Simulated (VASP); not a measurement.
# Ba2TaC2 (P-6m2) in VASP: further runs

Runs on Ba2TaC2. Level: PBE. Tasks: single point.

Program: VASP 6.6.1. These are calculated values, not measurements. Logs are shortened: lines on timing, memory, paths and dates and some standing lists are left out, and cuts for length are marked.

**1. The cell of the first run**

The structure is hexagonal, space group P-6m2 (No. 187). Conventional cell: a = 3.628 Å, b = 3.628 Å, c = 10.171 Å, α = 90.00°, β = 90.00°, γ = 120.00°. Within 3.8 Å of Ba (site symmetry 3m) lie 3 C at 2.88 Å and 3 Ta at 3.49 Å and 6 Ba at 3.63 Å. Within 3.0 Å of Ta (site symmetry -6m2) lie 6 C at 2.25 Å. Within 2.2 Å of C (site symmetry 3m) lie 1 C at 1.62 Å.

**2. Single point, PBE**

INCAR

```
SYSTEM = Ba2TaC2
  ALGO = Normal
  EDIFF = 1E-7
  ENCUT = 520
  GGA = PE
  ISIF = 2
  ISMEAR = 0
  LASPH = .True.
  LCHARG = .False.
  LREAL = .False.
  LWAVE = .False.
  NBANDS = 28
  NELM = 60
  PREC = Accurate
  SIGMA = 0.1
```

KPOINTS

```
k-points
0
Gamma
  6 6 4
  0 0 0
```

POSCAR

```
Ba2TaC2
1.0
    3.6281223535      0.0000000000      0.0000000000
   -1.8140611767      3.1420461262      0.0000000000
    0.0000000000      0.0000000000     10.1714850938
Ba Ta C
2 1 2
Direct
    0.6666666667      0.3333333333      0.2739121552
    0.6666666667      0.3333333333      0.7260878448
    0.0000000000      0.0000000000      0.0000000000
    0.3333333333      0.6666666667      0.0794527775
    0.3333333333      0.6666666667      0.9205472225
```

Potentials or basis: VASP PAW PBE potentials, release 64 (Ba_sv, Ta_pv, C).

Command:

```sh
$ cat potpaw_PBE.64/Ba_sv/POTCAR potpaw_PBE.64/Ta_pv/POTCAR potpaw_PBE.64/C/POTCAR > POTCAR
$ mpirun -np 1 vasp_std > vasp.out
```

OUTCAR:

```text
SYSTEM = Ba2TaC2
   EDIFF = 1E-7
   ENCUT = 520
   GGA = PE
   ISIF = 2
   ISMEAR = 0
   LASPH = .True.
   LREAL = .False.
   NELM = 60
   PREC = Accurate

 ion  position               nearest neighbor table
   1  0.667  0.333  0.274-   4 2.88   4 2.88   4 2.88   3 3.49   3 3.49   3 3.49   2 4.60
   2  0.667  0.333  0.726-   5 2.88   5 2.88   5 2.88   3 3.49   3 3.49   3 3.49   1 4.60
   3  0.000  0.000  0.000-   4 2.25   5 2.25   4 2.25   5 2.25   4 2.25   5 2.25   1 3.49   2 3.49
                             1 3.49   2 3.49   1 3.49   2 3.49
   4  0.333  0.667  0.079-   5 1.62   3 2.25   3 2.25   3 2.25   1 2.88   1 2.88   1 2.88
   5  0.333  0.667  0.921-   4 1.62   3 2.25   3 2.25   3 2.25   2 2.88   2 2.88   2 2.88

  LATTYP: Found a hexagonal cell.
 ALAT       =     3.6281223535
 C/A-ratio  =     2.8035121484

  Lattice vectors:

 A1 = (   3.6281223535,   0.0000000000,   0.0000000000)
 A2 = (  -1.8140611767,   3.1420461262,   0.0000000000)
 A3 = (   0.0000000000,   0.0000000000,  10.1714850938)

Analysis of symmetry for initial positions (statically):
=====================================================================
 Subroutine PRICEL returns:
 Original cell was already a primitive cell.

 Routine SETGRP: Setting up the symmetry group for a
 hexagonal supercell.

 Subroutine GETGRP returns: Found 12 space group operations
 (whereof 12 operations were pure point group operations)
 out of a pool of 24 trial point group operations.

The static configuration has the point symmetry D_3h.

Analysis of symmetry for dynamics (positions and initial velocities):
=====================================================================
 Subroutine PRICEL returns:
 Original cell was already a primitive cell.

 Routine SETGRP: Setting up the symmetry group for a
 hexagonal supercell.

 Subroutine GETGRP returns: Found 12 space group operations
 (whereof 12 operations were pure point group operations)
 out of a pool of 24 trial point group operations.

The dynamic configuration has the point symmetry D_3h.

 Subroutine INISYM returns: Found 12 space group operations
 (whereof 12 operations are pure point group operations),
 and found     1 'primitive' translations

----------------------------------------------------------------------------------------

                                     Primitive cell

  volume of cell :     115.9522

  direct lattice vectors                    reciprocal lattice vectors
     3.628122353  0.000000000  0.000000000     0.275624663  0.159131973  0.000000000
    -1.814061177  3.142046126  0.000000000     0.000000000  0.318263946  0.000000000
     0.000000000  0.000000000 10.171485094     0.000000000  0.000000000  0.098314060

  length of vectors
     3.628122353  3.628122354 10.171485094     0.318263946  0.318263946  0.098314060

  position of ions in fractional coordinates (direct lattice)
     0.666666667  0.333333333  0.273912155
     0.666666667  0.333333333  0.726087845
     0.000000000  0.000000000  0.000000000
     0.333333333  0.666666667  0.079452778
     0.333333333  0.666666667  0.920547222

  ion indices of the primitive-cell ions
   primitive index   ion index
                 1           1
                 2           2
                 3           3
                 4           4
                 5           5

----------------------------------------------------------------------------------------

 KPOINTS: k-points

Automatic generation of k-mesh.
 Grid dimensions read from file:
 generate k-points for:    6    6    4

 Generating k-lattice:

  Cartesian coordinates                     Fractional coordinates (reciprocal lattice)
     0.045937444  0.026521996  0.000000000     0.166666667  0.000000000  0.000000000
     0.000000000  0.053043991  0.000000000     0.000000000  0.166666667  0.000000000
     0.000000000  0.000000000  0.024578515     0.000000000  0.000000000  0.250000000

  Length of vectors
     0.053043991  0.053043991  0.024578515

  Shift w.r.t. Gamma in fractional coordinates (k-lattice)
     0.000000000  0.000000000  0.000000000

 Subroutine IBZKPT returns following result:
 ===========================================

 Found     21 irreducible k-points:

 Following reciprocal coordinates:
            Coordinates               Weight
  0.000000  0.000000  0.000000      1.000000
  0.166667  0.000000  0.000000      6.000000
  0.333333  0.000000  0.000000      6.000000
  0.500000  0.000000  0.000000      3.000000
  0.166667  0.166667  0.000000      6.000000
  0.333333  0.166667  0.000000     12.000000
[... 13 lines left out ...]
  0.333333  0.166667  0.500000     12.000000
  0.333333  0.333333  0.500000      2.000000
   k-points           NKPTS =     21   k-points in BZ     NKDIM =     21   number of bands    NBANDS=     28
   number of dos      NEDOS =    301   number of ions     NIONS =      5
   total plane-waves  NPLWV =  62720
   dimension x,y,z NGX =    28 NGY =   28 NGZ =   80
   dimension x,y,z NGXF=    56 NGYF=   56 NGZF=  160
   ions per type =               2   1   2
   NGX,Y,Z   is equivalent  to a cutoff of  12.83, 12.83, 13.08 a.u.
   NGXF,Y,Z  is equivalent  to a cutoff of  25.66, 25.66, 26.15 a.u.
 SYSTEM =  Ba2TaC2
   PREC   = accura    normal or accurate (medium, high low for compatibility)
   ISTART =      0    job   : 0-new  1-cont  2-samecut
   ICHARG =      2    charge: 1-file 2-atom 10-const
   ISPIN  =      1    spin polarized calculation?
   LNONCOLLINEAR =      F non collinear calculations
   LSORBIT =      F    spin-orbit coupling
   LASPH  =      T    aspherical Exc in radial PAW
   ENCUT  =  520.0 eV  38.22 Ry    6.18 a.u.   6.75  6.75 18.91*2*pi/ulx,y,z
   NELM   =     60;   NELMIN=  2; NELMDL= -5     # of ELM steps
   EDIFF  = 0.1E-06   stopping-criterion for ELM
   LREAL  =      F    real-space projection
   EDIFFG = 0.1E-05   stopping-criterion for IOM
   NSW    =      0    number of steps for IOM
   IBRION =     -1    ionic relax: 0-MD 1-quasi-New 2-CG
   NFREE  =      0    steps in history (QN), initial steepest desc. (CG)
   ISIF   =      2    stress and relaxation
   ISYM   =      2    0-nonsym 1-usesym 2-fastsym
   POTIM  = 0.5000    time-step for ionic-motion
   TEBEG  =    0.0;   TEEND  =   0.0 temperature during run
   PSTRESS=    0.0 pullay stress
   NELECT =      39.0000    total number of electrons
   NUPDOWN=      -1.0000    fix difference up-down
   EMIN   =  10.00;   EMAX   =-10.00  energy-range for DOS
   EFERMI =   0.00;   METHOD = LEGACY
   ISMEAR =     0;   SIGMA  =   0.10  broadening in eV -4-tet -1-fermi 0-gaus
   EFERMI_NEDOS =   21; number of points for ismear=-14 and -15
   IALGO  =     38    algorithm
   IMIX   =      4    mixing-type and parameters
     AMIX     =   0.40;   BMIX     =  1.00
     AMIX_MAG =   1.60;   BMIX_MAG =  1.00
  volume/ion in A,a.u.               =      23.19       156.50
  Fermi-wavevector in a.u.,A,eV,Ry     =   1.138510  2.151471 17.635932  1.296204
  Thomas-Fermi vector in A             =   2.275214
   LORBIT       =      0    0 simple, 1 ext, 2 COOP (PROOUT), +10 PAW based schemes
   GGA     = PE    functional components
   LHFCALC =     F    Hartree Fock is set to
   AEXX    =    0.0000 exact exchange contribution
   IVDW    =     0    specifies the selected vdW correction
   LEPSILON=     F    determine dielectric tensor
   LRPA    =     F    only Hartree local field effects (RPA)
 non-spin polarized calculation
 Gauss-broadening in eV      SIGMA  =   0.10
  energy-cutoff  :      520.00
  volume of cell :      115.95
 maximum number of plane-waves:      3170
 NGX is ok and might be reduce to    28
   NGX = 13   NGY = 13   NGZ = 37

 number of electron      38.9999998 magnetization

 Free energy of the ion-electron system (eV)
  ---------------------------------------------------
  ext. energy  EPLUGINS =         0.00000000
  ---------------------------------------------------
  free energy    TOTEN  =       -33.20057631 eV

  energy without entropy =      -33.19411920  energy(sigma->0) =      -33.19734775

 E-fermi :   4.1333     XC(G=0):  -9.6759

 val. band max:        4.1214004509   @ k =   0.0000   0.0000   0.5000
 cond. band min:       4.1889472699   @ k =   0.0000   0.0000   0.0000
 fundamental gap:      0.0675468191
 Fermi energy:         4.1333090667

 k-point     1 :       0.0000    0.0000    0.0000
  band No.  band energies     occupation
      1     -30.5510      2.00000
      2     -30.5510      2.00000
      3     -30.2578      2.00000
      4     -24.1913      2.00000
      5     -24.1785      2.00000
      6     -11.0017      2.00000
[... 20 lines left out ...]
     27       7.1713      0.00000
     28       7.6143      0.00000

 k-point     2 :       0.1667    0.0000    0.0000
  band No.  band energies     occupation
      1     -30.5935      2.00000
      2     -30.5607      2.00000
      3     -30.2523      2.00000
      4     -24.1132      2.00000
      5     -24.1026      2.00000
      6     -10.7391      2.00000
[... 20 lines left out ...]
     27       7.5619      0.00000
     28       8.2745      0.00000

 k-point     3 :       0.3333    0.0000    0.0000
  band No.  band energies     occupation
      1     -30.6771      2.00000
      2     -30.5798      2.00000
      3     -30.2414      2.00000
      4     -23.9508      2.00000
      5     -23.9444      2.00000
      6     -10.4307      2.00000
[... 20 lines left out ...]
     27       7.8813      0.00000
     28       8.9437      0.00000

 k-point     4 :       0.5000    0.0000    0.0000
  band No.  band energies     occupation
      1     -30.7182      2.00000
      2     -30.5894      2.00000
      3     -30.2359      2.00000
      4     -23.8660      2.00000
      5     -23.8618      2.00000
      6     -10.7002      2.00000
[... 485 lines left out ...]
     27       8.1250      0.00000
     28       8.2479      0.00000

 k-point    20 :       0.3333    0.1667    0.5000
  band No.  band energies     occupation
      1     -30.6991      2.00000
      2     -30.6090      2.00000
      3     -30.2359      2.00000
      4     -23.8670      2.00000
      5     -23.8618      2.00000
      6     -10.4747      2.00000
[... 20 lines left out ...]
     27       7.8059      0.00000
     28       8.3862      0.00000

 k-point    21 :       0.3333    0.3333    0.5000
  band No.  band energies     occupation
      1     -30.6886      2.00000
      2     -30.6453      2.00000
      3     -30.2332      2.00000
      4     -23.8252      2.00000
      5     -23.8193      2.00000
      6     -10.2143      2.00000
[... 20 lines left out ...]
     27       7.6620      0.00000
     28       8.0718      0.00000

------------------------ aborting loop because EDIFF is reached ----------------------------------------

  FORCE on cell =-STRESS in cart. coord.  units (eV):
  Direction    XX          YY          ZZ          XY          YZ          ZX
  --------------------------------------------------------------------------------------
  -------------------------------------------------------------------------------------
  Total        0.7472280      0.7472280      0.9087302      0.0000000     -0.0000000      0.0000000
  in kB       10.3248770     10.3248770     12.5564456      0.0000000     -0.0000000      0.0000000
  external PRESSURE =      11.0687332 kB  Pullay stress =       0.0000000 kB

 VOLUME and BASIS-vectors are now :
 -----------------------------------------------------------------------------
  energy-cutoff  :      520.00
  volume of cell :      115.95
      direct lattice vectors                 reciprocal lattice vectors
     3.628122353  0.000000000  0.000000000     0.275624663  0.159131973  0.000000000
    -1.814061177  3.142046126  0.000000000     0.000000000  0.318263946  0.000000000
     0.000000000  0.000000000 10.171485094     0.000000000  0.000000000  0.098314060

 POSITION                                       TOTAL-FORCE (eV/Angst)
 -----------------------------------------------------------------------------------
      1.81406      1.04735      2.78609         0.000000     -0.000000      0.158893
      1.81406      1.04735      7.38539         0.000000     -0.000000     -0.158893
      0.00000      0.00000      0.00000        -0.000000      0.000000      0.000000
     -0.00000      2.09470      0.80815        -0.000000      0.000000     -0.064560
     -0.00000      2.09470      9.36333        -0.000000      0.000000      0.064560
 -----------------------------------------------------------------------------------
    total drift:                               -0.000000      0.000000     -0.000000

  FREE ENERGIE OF THE ION-ELECTRON SYSTEM (eV)
  ---------------------------------------------------
  free  energy   TOTEN  =       -33.2005763054 eV

  energy  without entropy=      -33.1941191999  energy(sigma->0) =      -33.19734775
```

Wall time 58 s (1 thread of Intel Xeon Platinum 8488C (Sapphire Rapids), shared host); peak memory 0.27 GiB.

Results:

```yaml
Free_energy: -33.2006 eV
Pressure: 1.1 GPa
Largest_force: 0.159 eV/Å
```

Forces in eV/Å, atoms in the order of the input:
```
Ba   0.000  0.000  0.159
Ba   0.000  0.000 -0.159
Ta   0.000  0.000  0.000
C    0.000  0.000 -0.065
C    0.000  0.000  0.065
```

Stress tensor (GPa, compression positive):
```
1.03 0.00 0.00
0.00 1.03 0.00
0.00 0.00 1.26
```

Caveat: spin-orbit coupling is left out, which moves the levels of the heavy elements.

[end of part 1 of 2]
